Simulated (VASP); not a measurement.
# CdS (Hawleyite) (F-43m) in VASP: notebook

The runs below take CdS (Hawleyite) through single point, with r2SCAN.

Program: VASP 6.6.1. These are calculated values, not measurements. Logs are shortened: lines on timing, memory, paths and dates and some standing lists are left out, and cuts for length are marked.

## (1) The cell of the first run

It takes space group F-43m (No. 216, cubic). The conventional cell has a = 5.698 Å, b = 5.698 Å, c = 5.698 Å, α = 90.00°, β = 90.00°, γ = 90.00°. Within 3.3 Å of Cd (site symmetry -43m) lie 4 S at 2.47 Å. Within 3.3 Å of S (site symmetry -43m) lie 4 Cd at 2.47 Å.

## (2) Single point, r2SCAN

Contents of POSCAR:

```
CdS
1.0
    2.8488639544      2.8488639544      0.0000000000
   -2.8488639544      2.8488639544      0.0000000000
    0.0000000000      2.8488639544      2.8488639544
Cd S
1 1
Direct
    0.0000000000      0.0000000000      0.0000000000
    0.7500000000      0.2500000000      0.5000000000
```

Contents of INCAR.step1:

```
PREC     = Accurate       # precision mode
ENCUT    = 520            # plane-wave cutoff, eV
ISMEAR   = 0              # smearing method
SIGMA    = 0.01           # smearing width, eV
LREAL    = False          # projectors in reciprocal space
LASPH    = True           # aspherical terms in the spheres
NELM     = 60             # most SCF steps
NBANDS   = 16             # bands
GGA      = PE             # functional
ALGO     = Normal         # electronic algorithm
EDIFF    = 1E-4           # SCF threshold, eV
LWAVE    = True           # write WAVECAR
LCHARG   = False          # write CHGCAR
```

Contents of INCAR.step2:

```
PREC     = Accurate       # precision mode
ENCUT    = 520            # plane-wave cutoff, eV
EDIFF    = 1E-6           # SCF threshold, eV
ISMEAR   = 0              # smearing method
SIGMA    = 0.01           # smearing width, eV
LREAL    = False          # projectors in reciprocal space
LASPH    = True           # aspherical terms in the spheres
NELM     = 60             # most SCF steps
ALGO     = Normal         # electronic algorithm
ISIF     = 2              # what is computed and relaxed
LWAVE    = False          # write WAVECAR
LCHARG   = False          # write CHGCAR
METAGGA  = R2SCAN         # meta-GGA
LMIXTAU  = True         
NBANDS   = 16             # bands
ISTART   = 1
```

Contents of KPOINTS:

```
Automatic mesh
0
Gamma
  8 8 8
```

Potentials or basis: VASP PAW PBE potentials, release 64 (Cd, S).

The run is started by

```
$ cat potpaw_PBE.64/Cd/POTCAR potpaw_PBE.64/S/POTCAR > POTCAR
$ cp INCAR.step1 INCAR
$ mpirun -np 1 vasp_std > vasp.out
$ cp INCAR.step2 INCAR
$ mpirun -np 1 vasp_std > vasp.out
```

OUTCAR:

```text
PREC = Accurate
   ENCUT = 520
   EDIFF = 1E-6
   ISMEAR = 0
   LREAL = False
   LASPH = True
   NELM = 60
   ISIF = 2
   METAGGA = R2SCAN
   ISTART = 1

 ion  position               nearest neighbor table
   1  0.000  0.000  0.000-   2 2.47   2 2.47   2 2.47   2 2.47
   2  0.750  0.250  0.500-   1 2.47   1 2.47   1 2.47   1 2.47

  LATTYP: Found a face centered cubic cell.
 ALAT       =     5.6977279088

  Lattice vectors:

 A1 = (   0.0000000000,   2.8488639544,   2.8488639544)
 A2 = (   2.8488639544,   0.0000000000,   2.8488639544)
 A3 = (   2.8488639544,   2.8488639544,   0.0000000000)

Analysis of symmetry for initial positions (statically):
=====================================================================
 Subroutine PRICEL returns:
 Original cell was already a primitive cell.

 Routine SETGRP: Setting up the symmetry group for a
 face centered cubic supercell.

 Subroutine GETGRP returns: Found 24 space group operations
 (whereof 24 operations were pure point group operations)
 out of a pool of 48 trial point group operations.

The static configuration has the point symmetry T_d .

Analysis of symmetry for dynamics (positions and initial velocities):
=====================================================================
 Subroutine PRICEL returns:
 Original cell was already a primitive cell.

 Routine SETGRP: Setting up the symmetry group for a
 face centered cubic supercell.

 Subroutine GETGRP returns: Found 24 space group operations
 (whereof 24 operations were pure point group operations)
 out of a pool of 48 trial point group operations.

The dynamic configuration has the point symmetry T_d .

 Subroutine INISYM returns: Found 24 space group operations
 (whereof 24 operations are pure point group operations),
 and found     1 'primitive' translations

----------------------------------------------------------------------------------------

                                     Primitive cell

  volume of cell :      46.2429

  direct lattice vectors                    reciprocal lattice vectors
     2.848863954  2.848863954  0.000000000     0.175508556  0.175508556 -0.175508556
    -2.848863954  2.848863954  0.000000000    -0.175508556  0.175508556 -0.175508556
     0.000000000  2.848863954  2.848863954     0.000000000  0.000000000  0.351017113

  length of vectors
[... 74 lines left out ...]
   ISTART =      1    job   : 0-new  1-cont  2-samecut
   ICHARG =      0    charge: 1-file 2-atom 10-const
   ISPIN  =      1    spin polarized calculation?
   LNONCOLLINEAR =      F non collinear calculations
   LSORBIT =      F    spin-orbit coupling
   LASPH  =      T    aspherical Exc in radial PAW
   ENCUT  =  520.0 eV  38.22 Ry    6.18 a.u.   7.49  7.49  7.49*2*pi/ulx,y,z
   NELM   =     60;   NELMIN=  2; NELMDL=  0     # of ELM steps
   EDIFF  = 0.1E-05   stopping-criterion for ELM
   LREAL  =      F    real-space projection
   EDIFFG = 0.1E-04   stopping-criterion for IOM
   NSW    =      0    number of steps for IOM
   IBRION =     -1    ionic relax: 0-MD 1-quasi-New 2-CG
   NFREE  =      0    steps in history (QN), initial steepest desc. (CG)
   ISIF   =      2    stress and relaxation
   ISYM   =      2    0-nonsym 1-usesym 2-fastsym
   POTIM  = 0.5000    time-step for ionic-motion
   TEBEG  =    0.0;   TEEND  =   0.0 temperature during run
   PSTRESS=    0.0 pullay stress
   NELECT =      18.0000    total number of electrons
   NUPDOWN=      -1.0000    fix difference up-down
   EMIN   =  10.00;   EMAX   =-10.00  energy-range for DOS
   EFERMI =   0.00;   METHOD = LEGACY
   ISMEAR =     0;   SIGMA  =   0.01  broadening in eV -4-tet -1-fermi 0-gaus
   EFERMI_NEDOS =   21; number of points for ismear=-14 and -15
   IALGO  =     38    algorithm
   IMIX   =      4    mixing-type and parameters
     AMIX     =   0.40;   BMIX     =  1.00
     AMIX_MAG =   1.60;   BMIX_MAG =  1.00
  volume/ion in A,a.u.               =      23.12       156.03
  Fermi-wavevector in a.u.,A,eV,Ry     =   1.195319  2.258826 19.439846  1.428788
  Thomas-Fermi vector in A             =   2.331288
   LORBIT       =      0    0 simple, 1 ext, 2 COOP (PROOUT), +10 PAW based schemes
   METAGGA = R2SCAN    functional components
   LHFCALC =     F    Hartree Fock is set to
   AEXX    =    0.0000 exact exchange contribution
   IVDW    =     0    specifies the selected vdW correction
   LEPSILON=     F    determine dielectric tensor
   LRPA    =     F    only Hartree local field effects (RPA)
 non-spin polarized calculation
 Gauss-broadening in eV      SIGMA  =   0.01
  energy-cutoff  :      520.00
  volume of cell :       46.24
 maximum number of plane-waves:      1265
 NGX is ok and might be reduce to    30
   NGX = 15   NGY = 15   NGZ = 15

 number of electron      18.0000001 magnetization

 Free energy of the ion-electron system (eV)
  ---------------------------------------------------
  ext. energy  EPLUGINS =         0.00000000
  ---------------------------------------------------
  free energy    TOTEN  =       -29.58422182 eV

  energy without entropy =      -29.58422182  energy(sigma->0) =      -29.58422182

 E-fermi :   1.7761     XC(G=0): -10.0898

 val. band max:        1.6928458998   @ k =   0.0000   0.0000   0.0000
 cond. band min:       3.4443891688   @ k =   0.0000   0.0000   0.0000
 fundamental gap:      1.7515432690
 Fermi energy:         1.7761218778

 k-point     1 :       0.0000    0.0000    0.0000
  band No.  band energies     occupation
      1     -11.6634      2.00000
      2      -6.5712      2.00000
      3      -6.5712      2.00000
      4      -6.5712      2.00000
      5      -5.9451      2.00000
      6      -5.9451      2.00000
[... 433 lines left out ...]
      3      -6.3144      2.00000
      4      -5.9817      2.00000
      5      -5.9127      2.00000
      6      -5.3529      2.00000
[... 8 lines left out ...]
     15      14.7608      0.00000
     16      15.7885      0.00000

 [... further k-points ...]
[... 5 lines left out ...]
  --------------------------------------------------------------------------------------
  -------------------------------------------------------------------------------------
  Total        2.1436915      2.1436915      2.1436915      0.0000000     -0.0000000      0.0000000
  in kB       74.2724480     74.2724480     74.2724480      0.0000000     -0.0000000      0.0000000
  external PRESSURE =      74.2724480 kB  Pullay stress =       0.0000000 kB

 VOLUME and BASIS-vectors are now :
 -----------------------------------------------------------------------------
  energy-cutoff  :      520.00
  volume of cell :       46.24
      direct lattice vectors                 reciprocal lattice vectors
     2.848863954  2.848863954  0.000000000     0.175508556  0.175508556 -0.175508556
    -2.848863954  2.848863954  0.000000000    -0.175508556  0.175508556 -0.175508556
     0.000000000  2.848863954  2.848863954     0.000000000  0.000000000  0.351017113

 POSITION                                       TOTAL-FORCE (eV/Angst)
 -----------------------------------------------------------------------------------
      0.00000      0.00000      0.00000        -0.000000      0.000000      0.000000
      1.42443      4.27330      1.42443         0.000000     -0.000000      0.000000
 -----------------------------------------------------------------------------------
    total drift:                                0.000006      0.000000     -0.000000

  FREE ENERGIE OF THE ION-ELECTRON SYSTEM (eV)
  ---------------------------------------------------
  free  energy   TOTEN  =       -29.5842218165 eV

  energy  without entropy=      -29.5842218165  energy(sigma->0) =      -29.58422182
```

Run time: 41 s. Hardware: 1 thread of Intel Xeon 6975P-C (Granite Rapids), shared host; peak memory 0.18 GiB.

What came out:

| Item | Value |
| --- | --- |
| Free energy | -29.5842 eV |
| Pressure | 7.4 GPa |
| Band gap on the k mesh | 1.75 eV, direct |

Caveat: the PAW data sets were made with another functional, which shifts forces and pressure a little. r2SCAN opens gaps a little over a GGA but as a rule still falls short of measured ones.

## (3) Single point, r2SCAN

This run uses another cell than the first one, of 23.96 Å³/atom, 1.036 times its volume.

Contents of POSCAR:

```
CdS
1.0
    2.8827915206      2.8827915206      0.0000000000
   -2.8827915206      2.8827915206      0.0000000000
    0.0000000000      2.8827915206      2.8827915206
Cd S
1 1
Direct
    0.0000000000      0.0000000000      0.0000000000
    0.7500000000      0.2500000000      0.5000000000
```

Contents of INCAR.step1:

```
ALGO = Normal
EDIFF = 1E-4
ENCUT = 520
GGA = PE
ISMEAR = 0
LASPH = T
LCHARG = F
LREAL = F
LWAVE = T
NBANDS = 16
NELM = 100
PREC = Accurate
SIGMA = 0.01
```

Contents of INCAR.step2:

```
ALGO = Normal
EDIFF = 1E-6
ENCUT = 520
ISIF = 2
ISMEAR = 0
ISTART = 1
LASPH = T
LCHARG = F
LMIXTAU = T
LREAL = F
LWAVE = F
METAGGA = R2SCAN
NBANDS = 16
NELM = 100
PREC = Accurate
SIGMA = 0.01
```

Contents of KPOINTS:

```
k-points
0
Gamma
  8 8 8
```

Potentials or basis: VASP PAW PBE potentials, release 64 (Cd, S).

The run is started by

```
$ cat potpaw_PBE.64/Cd/POTCAR potpaw_PBE.64/S/POTCAR > POTCAR
$ cp INCAR.step1 INCAR
$ mpirun -np 1 vasp_std > vasp.out
$ cp INCAR.step2 INCAR
$ mpirun -np 1 vasp_std > vasp.out
```

It took 44 s on 1 thread of Intel Xeon 6975P-C (Granite Rapids), shared host; peak memory 0.18 GiB.

It converged, with:

```
Free energy            : -29.6456 eV
Pressure               : 4.4 GPa
Band gap on the k mesh : 1.67 eV, direct
```

Levels at points of the mesh, in eV from the valence-band top:
```csv
k point,band 7,band 8,band 9,band 10,band 11,band 12
"(0.00, 0.00, 0.00)",0.00,0.00,0.00,1.67,7.06,7.06
"(0.50, 0.00, 0.00)",-4.70,-0.82,-0.82,3.53,7.48,7.48
"(0.50, 0.50, 0.00)",-4.14,-2.06,-2.06,3.78,4.79,9.98
```

Caveat: the PAW data sets were made with another functional, which shifts forces and pressure a little.

## (4) Single point, r2SCAN

This run uses another cell than the first one, of 24.62 Å³/atom, 1.065 times its volume.

Contents of POSCAR:

```
CdS
1.0
    2.9091748970      2.9091748970      0.0000000000
   -2.9091748970      2.9091748970      0.0000000000
    0.0000000000      2.9091748970      2.9091748970
Cd S
1 1
Direct
    0.0000000000      0.0000000000      0.0000000000
    0.7500000000      0.2500000000      0.5000000000
```

Contents of INCAR.step1:

```
SYSTEM = CdS
  PREC = Accurate
  ENCUT = 520
  ISMEAR = 0
  SIGMA = 0.01
  LREAL = .False.
  LASPH = .True.
  NELM = 60
  NBANDS = 16
  GGA = PE
  ALGO = Normal
  EDIFF = 1E-4
  LWAVE = .True.
  LCHARG = .False.
```

Contents of INCAR.step2:

```
SYSTEM = CdS
  PREC = Accurate
  ENCUT = 520
  EDIFF = 1E-6
  ISMEAR = 0
  SIGMA = 0.01
  LREAL = .False.
  LASPH = .True.
  NELM = 60
  ALGO = Normal
  ISIF = 2
  LWAVE = .False.
  LCHARG = .False.
  METAGGA = R2SCAN
  LMIXTAU = .True.
  NBANDS = 16
  ISTART = 1
```

Contents of KPOINTS:

```
Automatic mesh
0
Gamma
  8 8 8
  0 0 0
```

Potentials or basis: VASP PAW PBE potentials, release 64 (Cd, S).

The run is started by

```
$ cat potpaw_PBE.64/Cd/POTCAR potpaw_PBE.64/S/POTCAR > POTCAR
$ cp INCAR.step1 INCAR
$ mpirun -np 1 vasp_std > vasp.out
$ cp INCAR.step2 INCAR
$ mpirun -np 1 vasp_std > vasp.out
```

OUTCAR:

```text
SYSTEM = CdS
   PREC = Accurate
   ENCUT = 520
   EDIFF = 1E-6
   ISMEAR = 0
   LREAL = .False.
   LASPH = .True.
   NELM = 60
   ISIF = 2
   METAGGA = R2SCAN
   ISTART = 1

 ion  position               nearest neighbor table
   1  0.000  0.000  0.000-   2 2.52   2 2.52   2 2.52   2 2.52
   2  0.750  0.250  0.500-   1 2.52   1 2.52   1 2.52   1 2.52

  LATTYP: Found a face centered cubic cell.
 ALAT       =     5.8183497940

  Lattice vectors:

 A1 = (   0.0000000000,   2.9091748970,   2.9091748970)
 A2 = (   2.9091748970,   0.0000000000,   2.9091748970)
 A3 = (   2.9091748970,   2.9091748970,   0.0000000000)

Analysis of symmetry for initial positions (statically):
=====================================================================
 Subroutine PRICEL returns:
 Original cell was already a primitive cell.

 Routine SETGRP: Setting up the symmetry group for a
 face centered cubic supercell.

 Subroutine GETGRP returns: Found 24 space group operations
 (whereof 24 operations were pure point group operations)
 out of a pool of 48 trial point group operations.

The static configuration has the point symmetry T_d .

Analysis of symmetry for dynamics (positions and initial velocities):
[... 155 lines left out ...]
  free energy    TOTEN  =       -29.67341884 eV

  energy without entropy =      -29.67341884  energy(sigma->0) =      -29.67341884

 E-fermi :   1.1777     XC(G=0):  -9.7717

 val. band max:        1.1164566542   @ k =   0.0000   0.0000   0.0000
 cond. band min:       2.7264589452   @ k =   0.0000   0.0000   0.0000
 fundamental gap:      1.6100022910
 Fermi energy:         1.1777114292

 k-point     1 :       0.0000    0.0000    0.0000
  band No.  band energies     occupation
      1     -11.8088      2.00000
      2      -6.8798      2.00000
      3      -6.8798      2.00000
      4      -6.8798      2.00000
      5      -6.3542      2.00000
      6      -6.3542      2.00000
[... 433 lines left out ...]
      3      -6.6614      2.00000
      4      -6.3815      2.00000
      5      -6.3263      2.00000
      6      -5.8434      2.00000
[... 8 lines left out ...]
     15      14.0191      0.00000
     16      14.9869      0.00000

 [... further k-points ...]
[... 5 lines left out ...]
  --------------------------------------------------------------------------------------
  -------------------------------------------------------------------------------------
  Total        0.7159517      0.7159517      0.7159517     -0.0000000      0.0000000     -0.0000000
  in kB       23.2945761     23.2945761     23.2945761     -0.0000000      0.0000000     -0.0000000
  external PRESSURE =      23.2945761 kB  Pullay stress =       0.0000000 kB

 VOLUME and BASIS-vectors are now :
 -----------------------------------------------------------------------------
  energy-cutoff  :      520.00
  volume of cell :       49.24
      direct lattice vectors                 reciprocal lattice vectors
     2.909174897  2.909174897  0.000000000     0.171870038  0.171870038 -0.171870038
    -2.909174897  2.909174897  0.000000000    -0.171870038  0.171870038 -0.171870038
     0.000000000  2.909174897  2.909174897     0.000000000  0.000000000  0.343740076

 POSITION                                       TOTAL-FORCE (eV/Angst)
 -----------------------------------------------------------------------------------
      0.00000      0.00000      0.00000         0.000000     -0.000000      0.000000
      1.45459      4.36376      1.45459        -0.000000      0.000000      0.000000
 -----------------------------------------------------------------------------------
    total drift:                                0.000006     -0.000000      0.000000

  FREE ENERGIE OF THE ION-ELECTRON SYSTEM (eV)
  ---------------------------------------------------
  free  energy   TOTEN  =       -29.6734188401 eV

  energy  without entropy=      -29.6734188401  energy(sigma->0) =      -29.67341884
```

OUTCAR.step1:

```text
SYSTEM = CdS
   PREC = Accurate
   ENCUT = 520
   ISMEAR = 0
   LREAL = .False.
   LASPH = .True.
[... 677 lines left out ...]
      0.00000      0.00000      0.00000        -0.000000     -0.000000      0.000000
      1.45459      4.36376      1.45459         0.000000      0.000000      0.000000
 -----------------------------------------------------------------------------------
    total drift:                                0.000000     -0.000000      0.000000

  FREE ENERGIE OF THE ION-ELECTRON SYSTEM (eV)
  ---------------------------------------------------
  free  energy   TOTEN  =        -6.1131494406 eV

  energy  without entropy=       -6.1131494406  energy(sigma->0) =       -6.11314944
```

Wall time 32 s (1 thread of Intel Xeon 6975P-C (Granite Rapids), shared host); peak memory 0.19 GiB.

What came out:

- Free energy: -29.6734 eV
- Pressure: 2.3 GPa
- Band gap on the k mesh: 1.61 eV, direct

Caveat: the PAW data sets were made with another functional, which shifts forces and pressure a little. r2SCAN opens gaps a little over a GGA but as a rule still falls short of measured ones.

## (5) Single point, r2SCAN

This run uses another cell than the first one, of 24.62 Å³/atom, 1.065 times its volume.

POSCAR is that of step 4.

Contents of INCAR.step1:

```
  PREC = Accurate
  ENCUT = 520
  ISMEAR = 0
  SIGMA = 0.01
  LREAL = False
  LASPH = True
  NELM = 60
  NBANDS = 16
  GGA = PE
  ALGO = Normal
  EDIFF = 1E-4
  LWAVE = True
  LCHARG = False
```

Contents of INCAR.step2:

```
  PREC = Accurate
  ENCUT = 520
  EDIFF = 1E-6
  ISMEAR = 0
  SIGMA = 0.01
  LREAL = False
  LASPH = True
  NELM = 60
  ALGO = Normal
  ISIF = 2
  LWAVE = False
  LCHARG = False
  METAGGA = R2SCAN
  LMIXTAU = True
  NBANDS = 16
  ISTART = 1
```

Contents of KPOINTS:

```
Automatic mesh
0
Gamma
  8 8 8
```

The run is started by

```
$ cat potpaw_PBE.64/Cd/POTCAR potpaw_PBE.64/S/POTCAR > POTCAR
$ cp INCAR.step1 INCAR
$ mpirun -np 1 vasp_std > vasp.out
$ cp INCAR.step2 INCAR
$ mpirun -np 1 vasp_std > vasp.out
```

It took 32 s on 1 thread of Intel Xeon 6975P-C (Granite Rapids), shared host; peak memory 0.19 GiB.

It converged, with:

```
Free energy            : -29.6734 eV
Pressure               : 2.3 GPa
Band gap on the k mesh : 1.61 eV, direct
```

Levels at points of the mesh, in eV from the valence-band top:
| k point | band 7 | band 8 | band 9 | band 10 | band 11 | band 12 |
| --- | --- | --- | --- | --- | --- | --- |
| (0.00, 0.00, 0.00) | 0.00 | 0.00 | 0.00 | 1.61 | 7.07 | 7.07 |
| (0.50, 0.00, 0.00) | -4.52 | -0.78 | -0.78 | 3.49 | 7.48 | 7.48 |
| (0.50, 0.50, 0.00) | -4.02 | -1.95 | -1.95 | 3.83 | 4.76 | 9.84 |

Caveat: the PAW data sets were made with another functional, which shifts forces and pressure a little.

(Continued in part 2 of 2.)
